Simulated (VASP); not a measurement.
# Yb (Im-3m) in VASP: notebook

Yb is run at these levels: PBEsol+U, PBE+U; tasks: single point, density of states.

All numbers are computed with VASP 6.6.1; they aren't measurements. Logs are shortened: lines on timing, memory, paths and dates and some standing lists are left out, and cuts for length are marked.

**1. The cell of the first run**

The structure is cubic, space group Im-3m (No. 229). The conventional cell has a = 4.303 Å, b = 4.303 Å, c = 4.303 Å, α = 90.00°, β = 90.00°, γ = 90.00°. Within 4.9 Å of Yb (site symmetry m-3m) lie 14 Yb at 3.73 to 4.30 Å.

**2. Single point, PBEsol+U, collinear spin, ferromagnetic start**

File INCAR:

```
PREC = Accurate
ENCUT = 520
EDIFF = 1E-6
ISMEAR = -5
SIGMA = 0.05
LREAL = F
LASPH = T
NELM = 150
ALGO = Normal
ISIF = 2
LWAVE = F
LCHARG = F
ISPIN = 2
MAGMOM = 0.66
LORBIT = 11
LMAXMIX = 6
LDAU = T
LDAUTYPE = 2
LDAUL = 3
LDAUU = 6
LDAUJ = 0
LDAUPRINT = 1
GGA = PS
NBANDS = 22
```

File KPOINTS:

```
regular mesh
0
Gamma
  9 9 9
```

File POSCAR:

```
Yb
1.0
   -2.1514830000      2.1514830000      2.1514830000
    2.1514830000     -2.1514830000      2.1514830000
    2.1514830000      2.1514830000     -2.1514830000
Yb
1
Direct
    0.0000000000      0.0000000000      0.0000000000
```

Potentials or basis: VASP PAW PBE potentials, release 64 (Yb).

The run is started by

```sh
$ cat potpaw_PBE.64/Yb/POTCAR > POTCAR
$ mpirun -np 1 vasp_std > vasp.out
```

OUTCAR:

```text
PREC = Accurate
   ENCUT = 520
   EDIFF = 1E-6
   ISMEAR = -5
   LREAL = F
   LASPH = T
   NELM = 150
   ISIF = 2
   ISPIN = 2
   LORBIT = 11
   GGA = PS

 ion  position               nearest neighbor table
   1  0.000  0.000  0.000-

  LATTYP: Found a body centered cubic cell.
 ALAT       =     4.3029660000

  Lattice vectors:

 A1 = (  -2.1514830000,   2.1514830000,   2.1514830000)
 A2 = (   2.1514830000,  -2.1514830000,   2.1514830000)
 A3 = (   2.1514830000,   2.1514830000,  -2.1514830000)

Analysis of symmetry for initial positions (statically):
=====================================================================
 Subroutine PRICEL returns:
 Original cell was already a primitive cell.

 Routine SETGRP: Setting up the symmetry group for a
 body centered cubic supercell.

 Subroutine GETGRP returns: Found 48 space group operations
 (whereof 48 operations were pure point group operations)
 out of a pool of 48 trial point group operations.

The static configuration has the point symmetry O_h .

Analysis of symmetry for dynamics (positions and initial velocities):
=====================================================================
 Subroutine PRICEL returns:
 Original cell was already a primitive cell.

 Routine SETGRP: Setting up the symmetry group for a
 body centered cubic supercell.

 Subroutine GETGRP returns: Found 48 space group operations
 (whereof 48 operations were pure point group operations)
 out of a pool of 48 trial point group operations.

The dynamic configuration has the point symmetry O_h .

Analysis of structural, dynamic, and magnetic symmetry:
=====================================================================
 Subroutine PRICEL returns:
 Original cell was already a primitive cell.

 Routine SETGRP: Setting up the symmetry group for a
 body centered cubic supercell.

 Subroutine GETGRP returns: Found 48 space group operations
 (whereof 48 operations were pure point group operations)
 out of a pool of 48 trial point group operations.

The overall configuration has the point symmetry O_h .

 Subroutine INISYM returns: Found 48 space group operations
 (whereof 48 operations are pure point group operations),
 and found     1 'primitive' translations

----------------------------------------------------------------------------------------

                                     Primitive cell

  volume of cell :      39.8358

  direct lattice vectors                    reciprocal lattice vectors
    -2.151483000  2.151483000  2.151483000     0.000000000  0.232397839  0.232397839
     2.151483000 -2.151483000  2.151483000     0.232397839  0.000000000  0.232397839
     2.151483000  2.151483000 -2.151483000     0.232397839  0.232397839  0.000000000

  length of vectors
     3.726477868  3.726477868  3.726477868     0.328660176  0.328660176  0.328660176

  position of ions in fractional coordinates (direct lattice)
     0.000000000  0.000000000  0.000000000

  ion indices of the primitive-cell ions
   primitive index   ion index
                 1           1

----------------------------------------------------------------------------------------

 KPOINTS: regular mesh

Automatic generation of k-mesh.
 Grid dimensions read from file:
 generate k-points for:    9    9    9

 Generating k-lattice:

  Cartesian coordinates                     Fractional coordinates (reciprocal lattice)
     0.000000000  0.025821982  0.025821982     0.111111111  0.000000000  0.000000000
     0.025821982  0.000000000  0.025821982     0.000000000  0.111111111  0.000000000
     0.025821982  0.025821982  0.000000000     0.000000000  0.000000000  0.111111111

  Length of vectors
     0.036517797  0.036517797  0.036517797

  Shift w.r.t. Gamma in fractional coordinates (k-lattice)
[... 42 lines left out ...]
   NGX,Y,Z   is equivalent  to a cutoff of  12.49, 12.49, 12.49 a.u.
   NGXF,Y,Z  is equivalent  to a cutoff of  24.98, 24.98, 24.98 a.u.
 SYSTEM =  unknown system
   PREC   = accura    normal or accurate (medium, high low for compatibility)
   ISTART =      0    job   : 0-new  1-cont  2-samecut
   ICHARG =      2    charge: 1-file 2-atom 10-const
   ISPIN  =      2    spin polarized calculation?
   LNONCOLLINEAR =      F non collinear calculations
   LSORBIT =      F    spin-orbit coupling
   LASPH  =      T    aspherical Exc in radial PAW
   ENCUT  =  520.0 eV  38.22 Ry    6.18 a.u.   6.93  6.93  6.93*2*pi/ulx,y,z
   NELM   =    150;   NELMIN=  2; NELMDL= -5     # of ELM steps
   EDIFF  = 0.1E-05   stopping-criterion for ELM
   LREAL  =      F    real-space projection
   EDIFFG = 0.1E-04   stopping-criterion for IOM
   NSW    =      0    number of steps for IOM
   IBRION =     -1    ionic relax: 0-MD 1-quasi-New 2-CG
   NFREE  =      0    steps in history (QN), initial steepest desc. (CG)
   ISIF   =      2    stress and relaxation
   ISYM   =      2    0-nonsym 1-usesym 2-fastsym
   POTIM  = 0.5000    time-step for ionic-motion
   TEBEG  =    0.0;   TEEND  =   0.0 temperature during run
   PSTRESS=    0.0 pullay stress
   NELECT =      24.0000    total number of electrons
   NUPDOWN=      -1.0000    fix difference up-down
   EMIN   =  10.00;   EMAX   =-10.00  energy-range for DOS
   EFERMI =   0.00;   METHOD = LEGACY
   ISMEAR =    -5;   SIGMA  =   0.05  broadening in eV -4-tet -1-fermi 0-gaus
   EFERMI_NEDOS =   21; number of points for ismear=-14 and -15
   IALGO  =     38    algorithm
   IMIX   =      4    mixing-type and parameters
     AMIX     =   0.40;   BMIX     =  1.00
     AMIX_MAG =   1.60;   BMIX_MAG =  1.00
  volume/ion in A,a.u.               =      39.84       268.83
  Fermi-wavevector in a.u.,A,eV,Ry     =   1.382677  2.612880 26.011550  1.911795
  Thomas-Fermi vector in A             =   2.507346
   LORBIT       =     11    0 simple, 1 ext, 2 COOP (PROOUT), +10 PAW based schemes
 LDA+U is selected, type is set to LDAUTYPE =  2
   angular momentum for each species LDAUL =     3
   U (eV)           for each species LDAUU =   6.0
   J (eV)           for each species LDAUJ =   0.0
   GGA     = PS    functional components
   LHFCALC =     F    Hartree Fock is set to
   AEXX    =    0.0000 exact exchange contribution
   IVDW    =     0    specifies the selected vdW correction
   LEPSILON=     F    determine dielectric tensor
   LRPA    =     F    only Hartree local field effects (RPA)
 spin polarized calculation
 Fermi weights with tetrahedron method with Bloechl corrections
  energy-cutoff  :      520.00
  volume of cell :       39.84
 maximum number of plane-waves:      1097
   NGX = 13   NGY = 13   NGZ = 13

 number of electron      24.0000000 magnetization       0.0000172

atom =   1  type =  1  l = 3

 onsite density matrix

spin component  1

  0.9875 -0.0000  0.0013  0.0000 -0.0000 -0.0000 -0.0000
 -0.0000  0.9884  0.0000 -0.0000  0.0000  0.0000  0.0000
  0.0013  0.0000  0.9869 -0.0000 -0.0000 -0.0000 -0.0000
  0.0000 -0.0000 -0.0000  0.9885  0.0000 -0.0000 -0.0000
 -0.0000  0.0000 -0.0000  0.0000  0.9869  0.0000 -0.0013
 -0.0000  0.0000 -0.0000 -0.0000  0.0000  0.9859  0.0000
 -0.0000  0.0000 -0.0000 -0.0000 -0.0013  0.0000  0.9875

spin component  2

  0.9875 -0.0000  0.0013  0.0000 -0.0000 -0.0000 -0.0000
 -0.0000  0.9884  0.0000 -0.0000  0.0000  0.0000  0.0000
  0.0013  0.0000  0.9868 -0.0000 -0.0000 -0.0000 -0.0000
  0.0000 -0.0000 -0.0000  0.9885  0.0000 -0.0000 -0.0000
 -0.0000  0.0000 -0.0000  0.0000  0.9868  0.0000 -0.0013
 -0.0000  0.0000 -0.0000 -0.0000  0.0000  0.9858  0.0000
 -0.0000  0.0000 -0.0000 -0.0000 -0.0013  0.0000  0.9875

 occupancies and eigenvectors

  o =  0.9858  v =  0.0000  0.0000  0.0000  0.0000  0.0000  0.0000  0.0000 -0.0001 -0.0000  0.0001  0.0000  0.7906  0.0006  0.6124      0.0000  0.0000  0.0000  0.0000  0.0000  0.0000  0.0000  0.0000  0.0000  0.0000  0.0000  0.0000  0.0000  0.0000
  o =  0.9858  v =  0.0000  0.0000  0.0000  0.0000  0.0000  0.0000  0.0000 -0.6124  0.0000  0.7906  0.0000 -0.0001 -0.0000 -0.0001      0.0000  0.0000  0.0000  0.0000  0.0000  0.0000  0.0000  0.0000  0.0000  0.0000  0.0000  0.0000  0.0000  0.0000
  o =  0.9858  v =  0.0000  0.0000  0.0000  0.0000  0.0000  0.0000  0.0000 -0.0000 -0.0000  0.0000  0.0000 -0.0005  1.0000 -0.0004      0.0000  0.0000  0.0000  0.0000  0.0000  0.0000  0.0000  0.0000  0.0000  0.0000  0.0000  0.0000  0.0000  0.0000
  o =  0.9859  v =  0.0001  0.0000 -0.0002 -0.0000 -0.7906 -0.0015 -0.6124  0.0000  0.0000  0.0000  0.0000  0.0000  0.0000  0.0000      0.0000  0.0000  0.0000  0.0000  0.0000  0.0000  0.0000  0.0000  0.0000  0.0000  0.0000  0.0000  0.0000  0.0000
  o =  0.9859  v = -0.6124  0.0000  0.7906  0.0000 -0.0002 -0.0000 -0.0001  0.0000  0.0000  0.0000  0.0000  0.0000  0.0000  0.0000      0.0000  0.0000  0.0000  0.0000  0.0000  0.0000  0.0000  0.0000  0.0000  0.0000  0.0000  0.0000  0.0000  0.0000
  o =  0.9859  v =  0.0000 -0.0000 -0.0000 -0.0000  0.0012 -1.0000  0.0009  0.0000  0.0000  0.0000  0.0000  0.0000  0.0000  0.0000      0.0000  0.0000  0.0000  0.0000  0.0000  0.0000  0.0000  0.0000  0.0000  0.0000  0.0000  0.0000  0.0000  0.0000
  o =  0.9884  v =  0.0000  0.0000  0.0000  0.0000  0.0000  0.0000  0.0000  0.0000  1.0000  0.0000 -0.0000 -0.0000  0.0000  0.0000      0.0000  0.0000  0.0000  0.0000  0.0000  0.0000  0.0000  0.0000  0.0000  0.0000  0.0000  0.0000  0.0000  0.0000
  o =  0.9884  v = -0.0000 -1.0000 -0.0000  0.0000  0.0000  0.0000 -0.0000  0.0000  0.0000  0.0000  0.0000  0.0000  0.0000  0.0000      0.0000  0.0000  0.0000  0.0000  0.0000  0.0000  0.0000  0.0000  0.0000  0.0000  0.0000  0.0000  0.0000  0.0000
  o =  0.9885  v =  0.0000  0.0000  0.0000  0.0000  0.0000  0.0000  0.0000 -0.0000 -0.0000 -0.0000 -0.0012 -0.6124  0.0000  0.7906      0.0000  0.0000  0.0000  0.0000  0.0000  0.0000  0.0000  0.0000  0.0000  0.0000  0.0000  0.0000  0.0000  0.0000
  o =  0.9885  v =  0.0000  0.0000  0.0000  0.0000  0.0000  0.0000  0.0000  0.7906 -0.0000  0.6124  0.0000 -0.0000 -0.0000  0.0000      0.0000  0.0000  0.0000  0.0000  0.0000  0.0000  0.0000  0.0000  0.0000  0.0000  0.0000  0.0000  0.0000  0.0000
  o =  0.9885  v =  0.0000  0.0000  0.0000  0.0000  0.0000  0.0000  0.0000 -0.0000  0.0000 -0.0000  1.0000 -0.0007 -0.0000  0.0010      0.0000  0.0000  0.0000  0.0000  0.0000  0.0000  0.0000  0.0000  0.0000  0.0000  0.0000  0.0000  0.0000  0.0000
  o =  0.9885  v =  0.0000 -0.0000  0.0000  0.0003 -0.6124 -0.0000  0.7906  0.0000  0.0000  0.0000  0.0000  0.0000  0.0000  0.0000      0.0000  0.0000  0.0000  0.0000  0.0000  0.0000  0.0000  0.0000  0.0000  0.0000  0.0000  0.0000  0.0000  0.0000
  o =  0.9885  v =  0.7906 -0.0000  0.6124  0.0000  0.0000 -0.0000 -0.0000  0.0000  0.0000  0.0000  0.0000  0.0000  0.0000  0.0000      0.0000  0.0000  0.0000  0.0000  0.0000  0.0000  0.0000  0.0000  0.0000  0.0000  0.0000  0.0000  0.0000  0.0000
  o =  0.9885  v =  0.0000 -0.0000  0.0000 -1.0000 -0.0002  0.0000  0.0002  0.0000  0.0000  0.0000  0.0000  0.0000  0.0000  0.0000      0.0000  0.0000  0.0000  0.0000  0.0000  0.0000  0.0000  0.0000  0.0000  0.0000  0.0000  0.0000  0.0000  0.0000

 number of electron      24.0000000 magnetization      -0.0000027

 Free energy of the ion-electron system (eV)
  ---------------------------------------------------
  ext. energy  EPLUGINS =         0.00000000
  ---------------------------------------------------
  free energy    TOTEN  =        -3.08501057 eV

  energy without entropy =       -3.08501057  energy(sigma->0) =       -3.08501057

 E-fermi :   1.0794     XC(G=0):  -9.0375

 val. band max:        1.2505464950   @ k =   0.3333   0.3333   0.0000
 cond. band min:       1.0642463040   @ k =  -0.4444  -0.4444   0.3333
 fundamental gap:     -0.1863001909
 Fermi energy:         1.0794353078

 spin component 1

 k-point     1 :       0.0000    0.0000    0.0000
  band No.  band energies     occupation
      1     -49.6751      1.00000
      2     -22.1032      1.00000
      3     -22.1032      1.00000
      4     -22.1032      1.00000
      5      -3.7412      1.00000
      6      -0.4894      1.00000
[... 1193 lines left out ...]
     21      14.5357      0.00000
     22      16.1546      0.00000

 [... further k-points ...]
[... 5 lines left out ...]
  --------------------------------------------------------------------------------------
  -------------------------------------------------------------------------------------
  Total       -0.2105319     -0.2105319     -0.2105319      0.0000000      0.0000000      0.0000000
  in kB       -8.4674927     -8.4674927     -8.4674927      0.0000000      0.0000000      0.0000000
  external PRESSURE =      -8.4674927 kB  Pullay stress =       0.0000000 kB

 VOLUME and BASIS-vectors are now :
 -----------------------------------------------------------------------------
  energy-cutoff  :      520.00
  volume of cell :       39.84
      direct lattice vectors                 reciprocal lattice vectors
    -2.151483000  2.151483000  2.151483000     0.000000000  0.232397839  0.232397839
     2.151483000 -2.151483000  2.151483000     0.232397839  0.000000000  0.232397839
     2.151483000  2.151483000 -2.151483000     0.232397839  0.232397839  0.000000000

 POSITION                                       TOTAL-FORCE (eV/Angst)
 -----------------------------------------------------------------------------------
      0.00000      0.00000      0.00000         0.000000      0.000000      0.000000
 -----------------------------------------------------------------------------------
    total drift:                                0.000000      0.000000      0.000000

  FREE ENERGIE OF THE ION-ELECTRON SYSTEM (eV)
  ---------------------------------------------------
  free  energy   TOTEN  =        -3.0850105706 eV

  energy  without entropy=       -3.0850105706  energy(sigma->0) =       -3.08501057

 total charge

# of ion       s       p       d       f       tot
--------------------------------------------------
    1        2.209   5.998   0.187  13.817  22.211

 magnetization (x)

# of ion       s       p       d       f       tot
--------------------------------------------------
    1        0.000  -0.000  -0.000   0.000   0.000
```

It took 1.8 min on 1 thread of AMD EPYC 7R13 (Zen 3), shared host; peak memory 0.19 GiB.

What came out:

* Free energy: -3.0850 eV
* Pressure: -0.8 GPa
* Band gap on the k mesh: zero (filled and empty bands overlap)
* Net moment: 0.00 μB per cell
* Valence electrons inside the program's atomic spheres: Yb 22.21

Eigenvalues of the final occupation matrices:
| site | spin | trace | eigenvalues |
| --- | --- | --- | --- |
| site 1 f | 1 | 6.91 | 0.99 0.99 0.99 0.99 0.99 0.99 0.99 |
| site 1 f | 2 | 6.91 | 0.99 0.99 0.99 0.99 0.99 0.99 0.99 |

Caveat: the PAW data sets were made with another functional, which shifts forces and pressure a little; spin-orbit coupling is left out, which moves the levels of the heavy elements; tetrahedron occupations give inexact forces and stress in metals. The state reached can hang on the start; a lower one may exist.

**3. Density of states, PBE+U, collinear spin, ferromagnetic start**

POSCAR is that of step 2.

File INCAR.step1:

```
PREC = Accurate
ENCUT = 520
EDIFF = 1E-6
ISMEAR = -5
SIGMA = 0.05
LREAL = F
LASPH = T
NELM = 150
ALGO = Normal
ISIF = 2
LWAVE = F
LCHARG = T
ISPIN = 2
MAGMOM = 1
LMAXMIX = 6
LDAU = T
LDAUTYPE = 2
LDAUL = 3
LDAUU = 5
LDAUJ = 0
LDAUPRINT = 1
GGA = PE
NBANDS = 22
```

File KPOINTS.step1:

```
regular mesh
0
Gamma
  9 9 9
```

File INCAR.step2:

```
PREC = Accurate
ENCUT = 520
EDIFF = 1E-6
ISMEAR = -5
SIGMA = 0.05
LREAL = F
LASPH = T
NELM = 150
ALGO = Normal
ISIF = 2
LWAVE = F
LCHARG = F
ISPIN = 2
MAGMOM = 1
LORBIT = 11
LMAXMIX = 6
LDAU = T
LDAUTYPE = 2
LDAUL = 3
LDAUU = 5
LDAUJ = 0
LDAUPRINT = 1
GGA = PE
NEDOS = 1001
ICHARG = 11
```

File KPOINTS.step2:

```
regular mesh
0
Gamma
  14 14 14
```

Potentials or basis: VASP PAW PBE potentials, release 64 (Yb).

The run is started by

```sh
$ cat potpaw_PBE.64/Yb/POTCAR > POTCAR
$ cp INCAR.step1 INCAR
$ cp KPOINTS.step1 KPOINTS
$ mpirun -np 1 vasp_std > vasp.out
$ cp INCAR.step2 INCAR
$ cp KPOINTS.step2 KPOINTS
$ mpirun -np 1 vasp_std > vasp.out
```

Wall time 9 min (1 thread of Intel Xeon 6975P-C, shared host); peak memory 0.26 GiB.

Results (log left out):

```
Net moment                                            : 0.00 μB per cell
Valence electrons inside the program's atomic spheres : Yb 22.20
```

Levels at points of the mesh, in eV from the Fermi level:
Spin up:
| k point | band 10 | band 11 | band 12 | band 13 | band 14 | band 15 |
| --- | --- | --- | --- | --- | --- | --- |
| (0.00, 0.00, 0.00) | -1.21 | -1.21 | -1.19 | 3.07 | 3.07 | 3.07 |
| (0.50, 0.00, 0.00) | -1.22 | -1.21 | -1.20 | 0.42 | 1.54 | 4.47 |
| (0.50, 0.50, 0.50) | -1.19 | -1.19 | -0.21 | -0.21 | 4.68 | 4.68 |
Spin down:
```csv
k point,band 8,band 9,band 10,band 11,band 12,band 13,band 14,band 15,band 16,band 17
"(0.00, 0.00, 0.00)",-1.30,-1.21,-1.21,-1.21,-1.19,3.07,3.07,3.07,4.81,4.81
"(0.50, 0.00, 0.00)",-1.29,-1.22,-1.22,-1.21,-1.20,0.42,1.54,4.47,5.51,7.45
"(0.50, 0.50, 0.50)",-1.28,-1.19,-1.19,-1.19,-0.21,-0.21,4.68,4.68,4.68,6.78
```

Eigenvalues of the final occupation matrices:
```tsv
site	spin	trace	eigenvalues
site 1 f	1	6.90	0.98 0.98 0.98 0.99 0.99 0.99 0.99
site 1 f	2	6.90	0.98 0.98 0.98 0.99 0.99 0.99 0.99
```

Caveat: spin-orbit coupling is left out, which moves the levels of the heavy elements; tetrahedron occupations give inexact forces and stress in metals.
